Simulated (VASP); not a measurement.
# C (Fmmm) in VASP: a series of runs

Runs on C. Level: PBEsol. Tasks: single point.

Program: VASP 6.6.1. These are calculated values, not measurements. Logs are shortened: lines on timing, memory, paths and dates and some standing lists are left out, and cuts for length are marked.

**1. The cell of the first run**

It takes space group Fmmm (No. 69, orthorhombic). Conventional cell: a = 2.406 Å, b = 4.167 Å, c = 6.559 Å, α = 90.00°, β = 90.00°, γ = 90.00°. Within 1.9 Å of C (site symmetry m2m) lie 3 C at 1.39 Å.

**2. Single point, PBEsol (8.22 Å³/atom)**

Contents of INCAR:

```
ALGO = Normal
EDIFF = 1E-7
ENCUT = 520
GGA = PS
ISIF = 2
ISMEAR = -1
LASPH = True
LCHARG = False
LREAL = False
LWAVE = False
NBANDS = 11
NELM = 60
PREC = Accurate
SIGMA = 0.05
```

Contents of KPOINTS:

```
k-points
0
Gamma
  18 18 18
```

Contents of POSCAR:

```
C
1.0
    0.0000000000      2.0835796532      3.2796542920
    1.2029317415      0.0000000000      3.2796542920
    1.2029317415      2.0835796532      0.0000000000
C
2
Direct
    0.1666700000      0.8333300000      0.1666700000
    0.8333300000      0.1666700000      0.8333300000
```

Potentials or basis: VASP PAW PBE potentials, release 64 (C).

The run is started by

```console
$ cat potpaw_PBE.64/C/POTCAR > POTCAR
$ mpirun -np 1 vasp_std > vasp.out
```

OUTCAR:

```text
EDIFF = 1E-7
   ENCUT = 520
   GGA = PS
   ISIF = 2
   ISMEAR = -1
   LASPH = True
   LREAL = False
   NELM = 60
   PREC = Accurate

 ion  position               nearest neighbor table
   1  0.167  0.833  0.167-   2 1.39   2 1.39   2 1.39
   2  0.833  0.167  0.833-   1 1.39   1 1.39   1 1.39

  LATTYP: Found a face centered orthorhombic cell.
 ALAT       =     2.4058634830
 B/A-ratio  =     1.7320846905
 C/A-ratio  =     2.7263843648

  Lattice vectors:

 A1 = (   0.0000000000,   2.0835796532,   3.2796542920)
 A2 = (   1.2029317415,   0.0000000000,   3.2796542920)
 A3 = (   1.2029317415,   2.0835796532,   0.0000000000)

Analysis of symmetry for initial positions (statically):
=====================================================================
 Subroutine PRICEL returns:
 Original cell was already a primitive cell.

 Routine SETGRP: Setting up the symmetry group for a
 face centered orthorhombic supercell.

 Subroutine GETGRP returns: Found  8 space group operations
 (whereof  8 operations were pure point group operations)
 out of a pool of  8 trial point group operations.

The static configuration has the point symmetry D_2h.

Analysis of symmetry for dynamics (positions and initial velocities):
=====================================================================
 Subroutine PRICEL returns:
 Original cell was already a primitive cell.

 Routine SETGRP: Setting up the symmetry group for a
 face centered orthorhombic supercell.

 Subroutine GETGRP returns: Found  8 space group operations
 (whereof  8 operations were pure point group operations)
 out of a pool of  8 trial point group operations.

The dynamic configuration has the point symmetry D_2h.

 Subroutine INISYM returns: Found  8 space group operations
 (whereof  8 operations are pure point group operations),
 and found     1 'primitive' translations

----------------------------------------------------------------------------------------

                                     Primitive cell

  volume of cell :      16.4403

  direct lattice vectors                    reciprocal lattice vectors
     0.000000000  2.083579653  3.279654292    -0.415651182  0.239971627  0.152455093
     1.202931742  0.000000000  3.279654292     0.415651182 -0.239971627  0.152455093
     1.202931742  2.083579653  0.000000000     0.415651182  0.239971627 -0.152455093

  length of vectors
     3.885541976  3.493304603  2.405898781     0.503582011  0.503582011  0.503582011

[... 87 lines left out ...]
   ISYM   =      2    0-nonsym 1-usesym 2-fastsym
   POTIM  = 0.5000    time-step for ionic-motion
   TEBEG  =    0.0;   TEEND  =   0.0 temperature during run
   PSTRESS=    0.0 pullay stress
   NELECT =       8.0000    total number of electrons
   NUPDOWN=      -1.0000    fix difference up-down
   EMIN   =  10.00;   EMAX   =-10.00  energy-range for DOS
   EFERMI =   0.00;   METHOD = LEGACY
   ISMEAR =    -1;   SIGMA  =   0.05  broadening in eV -4-tet -1-fermi 0-gaus
   EFERMI_NEDOS =   21; number of points for ismear=-14 and -15
   IALGO  =     38    algorithm
   IMIX   =      4    mixing-type and parameters
     AMIX     =   0.40;   BMIX     =  1.00
     AMIX_MAG =   1.60;   BMIX_MAG =  1.00
  volume/ion in A,a.u.               =       8.22        55.47
  Fermi-wavevector in a.u.,A,eV,Ry     =   1.287662  2.433328 22.559448  1.658073
  Thomas-Fermi vector in A             =   2.419662
   LORBIT       =      0    0 simple, 1 ext, 2 COOP (PROOUT), +10 PAW based schemes
   GGA     = PS    functional components
   LHFCALC =     F    Hartree Fock is set to
   AEXX    =    0.0000 exact exchange contribution
   IVDW    =     0    specifies the selected vdW correction
   LEPSILON=     F    determine dielectric tensor
   LRPA    =     F    only Hartree local field effects (RPA)
 non-spin polarized calculation
  energy-cutoff  :      520.00
  volume of cell :       16.44
 maximum number of plane-waves:       461
 NGX is ok and might be reduce to    30
   NGX = 15   NGY = 13   NGZ =  9

 number of electron       7.9999999 magnetization

 Free energy of the ion-electron system (eV)
  ---------------------------------------------------
  ext. energy  EPLUGINS =         0.00000000
  ---------------------------------------------------
  free energy    TOTEN  =       -19.20427015 eV

  energy without entropy =      -19.20407775  energy(sigma->0) =      -19.20417395

 E-fermi :   5.2468     XC(G=0): -10.8537

 val. band max:        5.2042066060   @ k =  -0.2778   0.0556   0.3333
 cond. band min:       5.2923841284   @ k =  -0.2222   0.1111   0.3333
 fundamental gap:      0.0881775224
 Fermi energy:         5.2468331672

 k-point     1 :       0.0000    0.0000    0.0000
  band No.  band energies     occupation
      1     -14.9765      2.00000
      2      -1.7067      2.00000
      3       2.3160      2.00000
      4       2.3443      2.00000
      5       9.1975      0.00000
      6      14.0488      0.00000
      7      14.1306      0.00000
      8      17.5716      0.00000
      9      19.6966      0.00000
     10      28.5641      0.00000
     11      31.7864      0.00000
[... 309 lines left out ...]
 k-point    24 :      -0.2222    0.0556    0.0000
  band No.  band energies     occupation
      1     -13.0492      2.00000
      2      -2.9362      2.00000
      3      -0.1380      2.00000
      4       0.2751      2.00000
      5      11.6335      0.00000
      6      12.0061      0.00000
      7      13.9325      0.00000
      8      20.5571      0.00000
      9      22.7636      0.00000
     10      24.0604      0.00000
     11      29.2000      0.00000

 [... further k-points ...]

------------------------ aborting loop because EDIFF is reached ----------------------------------------

  FORCE on cell =-STRESS in cart. coord.  units (eV):
  Direction    XX          YY          ZZ          XY          YZ          ZX
  --------------------------------------------------------------------------------------
  -------------------------------------------------------------------------------------
  Total        3.2908070      3.2263624      0.2502074     -0.0000000      0.0000000      0.0000000
  in kB      320.7036003    314.4231917     24.3838079     -0.0000000      0.0000000      0.0000000
  external PRESSURE =     219.8368666 kB  Pullay stress =       0.0000000 kB

 VOLUME and BASIS-vectors are now :
 -----------------------------------------------------------------------------
  energy-cutoff  :      520.00
  volume of cell :       16.44
      direct lattice vectors                 reciprocal lattice vectors
     0.000000000  2.083579653  3.279654292    -0.415651182  0.239971627  0.152455093
     1.202931742  0.000000000  3.279654292     0.415651182 -0.239971627  0.152455093
     1.202931742  2.083579653  0.000000000     0.415651182  0.239971627 -0.152455093

 POSITION                                       TOTAL-FORCE (eV/Angst)
 -----------------------------------------------------------------------------------
      1.20293      0.69454      3.27965         0.000000      0.004224      0.000000
      1.20293      3.47262      3.27965         0.000000     -0.004224      0.000000
 -----------------------------------------------------------------------------------
    total drift:                               -0.000000     -0.000000     -0.000000

  FREE ENERGIE OF THE ION-ELECTRON SYSTEM (eV)
  ---------------------------------------------------
  free  energy   TOTEN  =       -19.2042701517 eV

  energy  without entropy=      -19.2040777502  energy(sigma->0) =      -19.20417395
```

OSZICAR:

```text
N       E                     dE             d eps       ncg     rms          rms(c)
DAV:   1    -0.585388376687E+00   -0.58539E+00   -0.41607E+03 19449   0.651E+02
DAV:   2    -0.202234722075E+02   -0.19638E+02   -0.18828E+02 24602   0.121E+02
DAV:   3    -0.206481112289E+02   -0.42464E+00   -0.42391E+00 23973   0.142E+01
DAV:   4    -0.206495181434E+02   -0.14069E-02   -0.14068E-02 21834   0.101E+00
DAV:   5    -0.206495235279E+02   -0.53845E-05   -0.53849E-05 24377   0.563E-02    0.697E+00
DAV:   6    -0.195468797679E+02    0.11026E+01   -0.95642E-01 21757   0.567E+00    0.402E+00
DAV:   7    -0.192022648500E+02    0.34461E+00   -0.10314E+00 22466   0.596E+00    0.111E+00
DAV:   8    -0.192046114358E+02   -0.23466E-02   -0.22926E-02 21262   0.981E-01    0.156E-01
DAV:   9    -0.192042301192E+02    0.38132E-03   -0.81988E-04 22950   0.173E-01    0.632E-02
DAV:  10    -0.192042710499E+02   -0.40931E-04   -0.12151E-04 22192   0.765E-02    0.321E-02
DAV:  11    -0.192042700547E+02    0.99519E-06   -0.58776E-06 22923   0.141E-02    0.763E-03
DAV:  12    -0.192042701984E+02   -0.14362E-06   -0.26543E-07 22079   0.372E-03    0.230E-03
DAV:  13    -0.192042701517E+02    0.46609E-07   -0.96122E-08 22409   0.188E-03
   1 F= -.19204270E+02 E0= -.19204174E+02  d E =-.192402E-03
```

Run time: 83 s. Hardware: 1 thread of Intel Xeon 6975P-C (Granite Rapids), shared host; peak memory 0.24 GiB.

What came out:

```yaml
Free_energy: -19.2043 eV
Pressure: 22.0 GPa
Largest_force: 0.004 eV/Å
```

Forces on the atoms (eV/Å):
```
C    0.000  0.004  0.000
C    0.000 -0.004  0.000
```

Caveat: the cell stands under pressure; this functional lacks dispersion, which binds the layers, so the pressure and a relaxed spacing across them are unreliable; the PAW data sets were made with another functional, which shifts forces and pressure a little.

**3. Single point, PBEsol (8.57 Å³/atom)**

This run uses another cell than the first one, of 8.57 Å³/atom.

Contents of INCAR:

```
SYSTEM = C
PREC = Accurate ; ENCUT = 520
EDIFF = 1E-6 ; ISMEAR = -1
SIGMA = 0.05 ; LREAL = .FALSE.
LASPH = .TRUE. ; NELM = 60
ALGO = Normal ; ISIF = 2
LWAVE = .FALSE. ; LCHARG = .FALSE.
GGA = PS ; NBANDS = 11
```

Contents of KPOINTS:

```
regular mesh
0
G
  18 18 18
  0 0 0
```

Contents of POSCAR:

```
C
1.0
    0.0000000000      2.1127244021      3.3255295243
    1.2197581409      0.0000000000      3.3255295243
    1.2197581409      2.1127244021      0.0000000000
C
2
Direct
    0.1666700000      0.8333300000      0.1666700000
    0.8333300000      0.1666700000      0.8333300000
```

Potentials or basis: VASP PAW PBE potentials, release 64 (C).

The run is started by

```console
$ cat potpaw_PBE.64/C/POTCAR > POTCAR
$ mpirun -np 1 vasp_std > vasp.out
```

OUTCAR:

```text
SYSTEM = C
   PREC = Accurate
   ENCUT = 520
   EDIFF = 1E-6
   ISMEAR = -1
   LREAL = .FALSE.
   LASPH = .TRUE.
   NELM = 60
   ISIF = 2
   GGA = PS

 ion  position               nearest neighbor table
   1  0.167  0.833  0.167-   2 1.41   2 1.41   2 1.41
   2  0.833  0.167  0.833-   1 1.41   1 1.41   1 1.41

  LATTYP: Found a face centered orthorhombic cell.
 ALAT       =     2.4395162818
 B/A-ratio  =     1.7320846906
 C/A-ratio  =     2.7263843649

  Lattice vectors:
[... 521 lines left out ...]

 [... further k-points ...]

------------------------ aborting loop because EDIFF is reached ----------------------------------------

  FORCE on cell =-STRESS in cart. coord.  units (eV):
  Direction    XX          YY          ZZ          XY          YZ          ZX
  --------------------------------------------------------------------------------------
  -------------------------------------------------------------------------------------
  Total        1.2341774      1.1745831      0.2034016      0.0000000      0.0000000      0.0000000
  in kB      115.3667866    109.7961127     19.0133002      0.0000000      0.0000000      0.0000000
  external PRESSURE =      81.3920665 kB  Pullay stress =       0.0000000 kB

 VOLUME and BASIS-vectors are now :
 -----------------------------------------------------------------------------
  energy-cutoff  :      520.00
  volume of cell :       17.14
      direct lattice vectors                 reciprocal lattice vectors
     0.000000000  2.112724402  3.325529524    -0.409917330  0.236661251  0.150351995
     1.219758141  0.000000000  3.325529524     0.409917330 -0.236661251  0.150351995
     1.219758141  2.112724402  0.000000000     0.409917330  0.236661251 -0.150351995

 POSITION                                       TOTAL-FORCE (eV/Angst)
 -----------------------------------------------------------------------------------
      1.21976      0.70426      3.32553         0.000000      0.004015      0.000000
      1.21976      3.52119      3.32553         0.000000     -0.004015      0.000000
 -----------------------------------------------------------------------------------
    total drift:                               -0.000000     -0.000000     -0.000000

  FREE ENERGIE OF THE ION-ELECTRON SYSTEM (eV)
  ---------------------------------------------------
  free  energy   TOTEN  =       -19.2696484483 eV

  energy  without entropy=      -19.2694440783  energy(sigma->0) =      -19.26954626
```

OSZICAR:

```text
N       E                     dE             d eps       ncg     rms          rms(c)
DAV:   1    -0.385076547552E+00   -0.38508E+00   -0.41010E+03 19356   0.650E+02
DAV:   2    -0.201147236102E+02   -0.19730E+02   -0.18913E+02 24996   0.120E+02
DAV:   3    -0.205475075787E+02   -0.43278E+00   -0.43193E+00 23919   0.143E+01
DAV:   4    -0.205489973491E+02   -0.14898E-02   -0.14896E-02 22181   0.104E+00
DAV:   5    -0.205490031464E+02   -0.57973E-05   -0.57974E-05 23990   0.571E-02    0.662E+00
DAV:   6    -0.195747732586E+02    0.97423E+00   -0.84251E-01 21763   0.527E+00    0.382E+00
DAV:   7    -0.192678604068E+02    0.30691E+00   -0.91648E-01 22560   0.557E+00    0.102E+00
DAV:   8    -0.192699137133E+02   -0.20533E-02   -0.20230E-02 21274   0.917E-01    0.138E-01
DAV:   9    -0.192696046577E+02    0.30906E-03   -0.68282E-04 23082   0.158E-01    0.579E-02
DAV:  10    -0.192696492681E+02   -0.44610E-04   -0.11263E-04 22017   0.726E-02    0.283E-02
DAV:  11    -0.192696484483E+02    0.81982E-06   -0.52161E-06 22979   0.131E-02
   1 F= -.19269648E+02 E0= -.19269546E+02  d E =-.204370E-03
```

stdout:

```text
POSCAR found type information on POSCAR C
 POSCAR found :  1 types and       2 ions
 scaLAPACK will be used
 -----------------------------------------------------------------------------
|                                                                             |
|                                                                             |
|     You enforced a specific xc type in the INCAR file but a different       |
|     I HOPE YOU KNOW WHAT YOU ARE DOING!                                     |
|                                                                             |
 -----------------------------------------------------------------------------

 LDA part: xc-table for (Slater+PW92), standard interpolation
 POSCAR, INCAR and KPOINTS ok, starting setup
 FFT: planning ... GRIDC
 FFT: planning ... GRID_SOFT
 FFT: planning ... GRID
 WAVECAR not read
 entering main loop
```

Wall time 69 s (1 thread of Intel Xeon 6975P-C (Granite Rapids), shared host); peak memory 0.23 GiB.

What came out:

| Property | Result |
| --- | --- |
| Free energy | -19.2696 eV |
| Pressure | 8.1 GPa |
| Largest force | 0.004 eV/Å |

Forces on the atoms (eV/Å):
```
C    0.000  0.004  0.000
C    0.000 -0.004  0.000
```

Stress tensor (GPa, compression positive):
```
11.54  0.00  0.00
 0.00 10.98  0.00
 0.00  0.00  1.90
```

Caveat: the cell stands under pressure; this functional lacks dispersion, which binds the layers, so the pressure and a relaxed spacing across them are unreliable; the PAW data sets were made with another functional, which shifts forces and pressure a little.
